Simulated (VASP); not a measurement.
# CdSe in VASP: notebook, part 2 of 3

VASP 6.6.1.

## 3. Single point, r2SCAN (in-plane strain -0.02)

The input, POSCAR:

```
CdSe
1.0
    3.0054431668      3.0054431668      0.0000000000
   -3.0054431668      3.0054431668      0.0000000000
    0.0000000000      3.0054431668      3.1035800865
Cd Se
1 1
Direct
    0.0000000000      0.0000000000      0.0000000000
    0.7500000000      0.2500000000      0.5000000000
```

The input, INCAR.step1:

```
PREC     = Accurate       # precision mode
ENCUT    = 520            # plane-wave cutoff, eV
ISMEAR   = 0              # smearing method
SIGMA    = 0.01           # smearing width, eV
LREAL    = F              # projectors in reciprocal space
LASPH    = T              # aspherical terms in the spheres
NELM     = 60             # most SCF steps
NBANDS   = 16             # bands
GGA      = PE             # functional
ALGO     = Normal         # electronic algorithm
EDIFF    = 1E-4           # SCF threshold, eV
LWAVE    = T              # write WAVECAR
LCHARG   = F              # write CHGCAR
```

The input, INCAR.step2:

```
PREC     = Accurate       # precision mode
ENCUT    = 520            # plane-wave cutoff, eV
EDIFF    = 1E-6           # SCF threshold, eV
ISMEAR   = 0              # smearing method
SIGMA    = 0.01           # smearing width, eV
LREAL    = F              # projectors in reciprocal space
LASPH    = T              # aspherical terms in the spheres
NELM     = 60             # most SCF steps
ALGO     = Normal         # electronic algorithm
ISIF     = 2              # what is computed and relaxed
LWAVE    = F              # write WAVECAR
LCHARG   = T              # write CHGCAR
METAGGA  = R2SCAN         # meta-GGA
LMIXTAU  = T            
LELF     = T              # ELF
LVHAR    = T            
NBANDS   = 16             # bands
ISTART   = 1
```

The input, KPOINTS:

```
regular mesh
0
Gamma
  6 6 6
```

Potentials or basis: VASP PAW PBE potentials, release 64 (Cd, Se).

On the command line:

```sh
> cat potpaw_PBE.64/Cd/POTCAR potpaw_PBE.64/Se/POTCAR > POTCAR
> cp INCAR.step1 INCAR
> mpirun -np 1 vasp_std > vasp.out
> cp INCAR.step2 INCAR
> mpirun -np 1 vasp_std > vasp.out
```

OUTCAR:

```text
PREC = Accurate
   ENCUT = 520
   EDIFF = 1E-6
   ISMEAR = 0
   LREAL = F
   LASPH = T
   NELM = 60
   ISIF = 2
   METAGGA = R2SCAN
   ISTART = 1

 ion  position               nearest neighbor table
   1  0.000  0.000  0.000-   2 2.63   2 2.63   2 2.63   2 2.63
   2  0.750  0.250  0.500-   1 2.63   1 2.63   1 2.63   1 2.63

  LATTYP: Found a body centered tetragonal cell.
 ALAT       =     4.2503384874
 C/A-ratio  =     1.4603919644

  Lattice vectors:

 A1 = (   3.0054431668,   0.0000000000,  -3.1035800865)
 A2 = (  -3.0054431668,   0.0000000000,  -3.1035800865)
 A3 = (   0.0000000000,   3.0054431668,   3.1035800865)

Analysis of symmetry for initial positions (statically):
=====================================================================
 Subroutine PRICEL returns:
 Original cell was already a primitive cell.

 Routine SETGRP: Setting up the symmetry group for a
 body centered tetragonal supercell.

 Subroutine GETGRP returns: Found  8 space group operations
 (whereof  8 operations were pure point group operations)
 out of a pool of 16 trial point group operations.

The static configuration has the point symmetry D_2d.

Analysis of symmetry for dynamics (positions and initial velocities):
=====================================================================
 Subroutine PRICEL returns:
 Original cell was already a primitive cell.

 Routine SETGRP: Setting up the symmetry group for a
 body centered tetragonal supercell.

 Subroutine GETGRP returns: Found  8 space group operations
 (whereof  8 operations were pure point group operations)
 out of a pool of 16 trial point group operations.

The dynamic configuration has the point symmetry D_2d.

 Subroutine INISYM returns: Found  8 space group operations
 (whereof  8 operations are pure point group operations),
 and found     1 'primitive' translations

----------------------------------------------------------------------------------------

[... 111 lines left out ...]
     AMIX     =   0.40;   BMIX     =  1.00
     AMIX_MAG =   1.60;   BMIX_MAG =  1.00
  volume/ion in A,a.u.               =      28.03       189.18
  Fermi-wavevector in a.u.,A,eV,Ry     =   1.120974  2.118334 17.096856  1.256583
  Thomas-Fermi vector in A             =   2.257625
   LORBIT       =      0    0 simple, 1 ext, 2 COOP (PROOUT), +10 PAW based schemes
   METAGGA = R2SCAN    functional components
   LHFCALC =     F    Hartree Fock is set to
   AEXX    =    0.0000 exact exchange contribution
   IVDW    =     0    specifies the selected vdW correction
   LEPSILON=     F    determine dielectric tensor
   LRPA    =     F    only Hartree local field effects (RPA)
 non-spin polarized calculation
 Gauss-broadening in eV      SIGMA  =   0.01
  energy-cutoff  :      520.00
  volume of cell :       56.07
 maximum number of plane-waves:      1524
   NGX = 15   NGY = 15   NGZ = 17

 number of electron      17.9999998 magnetization

 Free energy of the ion-electron system (eV)
  ---------------------------------------------------
  ext. energy  EPLUGINS =         0.00000000
  ---------------------------------------------------
  free energy    TOTEN  =       -35.90044794 eV

  energy without entropy =      -35.90044794  energy(sigma->0) =      -35.90044794

 E-fermi :   0.7550     XC(G=0):  -9.4438

 val. band max:        0.7074432425   @ k =   0.0000   0.0000   0.0000
 cond. band min:       1.7616212666   @ k =   0.0000   0.0000   0.0000
 fundamental gap:      1.0541780241
 Fermi energy:         0.7550313776

 k-point     1 :       0.0000    0.0000    0.0000
  band No.  band energies     occupation
      1     -12.3652      2.00000
      2      -7.5171      2.00000
      3      -7.5013      2.00000
      4      -7.5013      2.00000
      5      -7.1051      2.00000
      6      -7.0981      2.00000
[... 433 lines left out ...]
      3      -7.3113      2.00000
      4      -7.1337      2.00000
      5      -7.0897      2.00000
      6      -6.6589      2.00000
[... 8 lines left out ...]
     15      13.2079      0.00000
     16      14.2502      0.00000

 [... further k-points ...]

------------------------ aborting loop because EDIFF is reached ----------------------------------------

  FORCE on cell =-STRESS in cart. coord.  units (eV):
  Direction    XX          YY          ZZ          XY          YZ          ZX
  --------------------------------------------------------------------------------------
  -------------------------------------------------------------------------------------
  Total        0.7018191      0.7018191      0.5141416      0.0000000      0.0000000      0.0000000
  in kB       20.0551440     20.0551440     14.6920808      0.0000000      0.0000000      0.0000000
  external PRESSURE =      18.2674563 kB  Pullay stress =       0.0000000 kB

 VOLUME and BASIS-vectors are now :
 -----------------------------------------------------------------------------
  energy-cutoff  :      520.00
  volume of cell :       56.07
      direct lattice vectors                 reciprocal lattice vectors
     3.005443167  3.005443167  0.000000000     0.166364816  0.166364816 -0.161104269
    -3.005443167  3.005443167  0.000000000    -0.166364816  0.166364816 -0.161104269
     0.000000000  3.005443167  3.103580087     0.000000000  0.000000000  0.322208537

 POSITION                                       TOTAL-FORCE (eV/Angst)
 -----------------------------------------------------------------------------------
      0.00000      0.00000      0.00000        -0.000000     -0.000000      0.000000
      1.50272      4.50816      1.55179         0.000000      0.000000      0.000000
 -----------------------------------------------------------------------------------
    total drift:                                0.000006     -0.000000      0.000000

  FREE ENERGIE OF THE ION-ELECTRON SYSTEM (eV)
  ---------------------------------------------------
  free  energy   TOTEN  =       -35.9004479434 eV

  energy  without entropy=      -35.9004479434  energy(sigma->0) =      -35.90044794
```

OSZICAR.step1:

```text
N       E                     dE             d eps       ncg     rms          rms(c)
DAV:   1     0.107406189069E+03    0.10741E+03   -0.88610E+03   968   0.101E+03
DAV:   2    -0.179548085351E+01   -0.10920E+03   -0.10326E+03  1184   0.247E+02
DAV:   3    -0.581729403706E+01   -0.40218E+01   -0.40166E+01  1152   0.495E+01
DAV:   4    -0.583395100894E+01   -0.16657E-01   -0.16656E-01  1280   0.322E+00
DAV:   5    -0.583405823946E+01   -0.10723E-03   -0.10723E-03  1136   0.221E-01    0.628E+00
DAV:   6    -0.547823556801E+01    0.35582E+00   -0.53552E-01  1400   0.886E+00    0.495E+00
DAV:   7    -0.545573126663E+01    0.22504E-01   -0.14830E-01  1080   0.256E+00    0.211E+00
DAV:   8    -0.545668746126E+01   -0.95619E-03   -0.14171E-02  1120   0.145E+00    0.255E-01
DAV:   9    -0.545685674983E+01   -0.16929E-03   -0.14597E-03  1128   0.499E-01    0.466E-02
DAV:  10    -0.545692517582E+01   -0.68426E-04   -0.15454E-04  1040   0.158E-01
   1 F= -.54569252E+01 E0= -.54569252E+01  d E =-.433499E-14
```

It took 42 s on 1 thread of Intel Xeon 6975P-C (Granite Rapids), shared host; peak memory 0.19 GiB.

Results:

```yaml
Free_energy: -35.9004 eV
Pressure: 1.8 GPa
Band_gap_on_the_k_mesh: 1.05 eV, direct
```

Levels at points of the mesh, in eV from the valence-band top:
```csv
k point,band 5,band 6,band 7,band 8,band 9,band 10,band 11,band 12,band 13,band 14
"(0.00, 0.00, 0.00)",-7.81,-7.81,-0.11,0.00,0.00,1.05,6.44,6.44,6.45,10.30
"(0.50, 0.00, 0.00)",-7.78,-7.50,-4.48,-0.87,-0.72,2.82,6.78,7.01,7.80,10.56
"(0.50, 0.50, 0.00)",-7.75,-7.41,-4.08,-2.00,-1.95,3.38,4.03,9.78,10.71,11.11
"(0.00, 0.00, 0.50)",-7.75,-7.47,-4.26,-1.84,-1.84,3.50,4.31,9.47,10.98,10.98
```

Caveat: the cell differs from its parent crystal (in-plane strain -0.02); the PAW data sets were made with another functional, which shifts forces and pressure a little.

(Continued in part 3 of 3.)
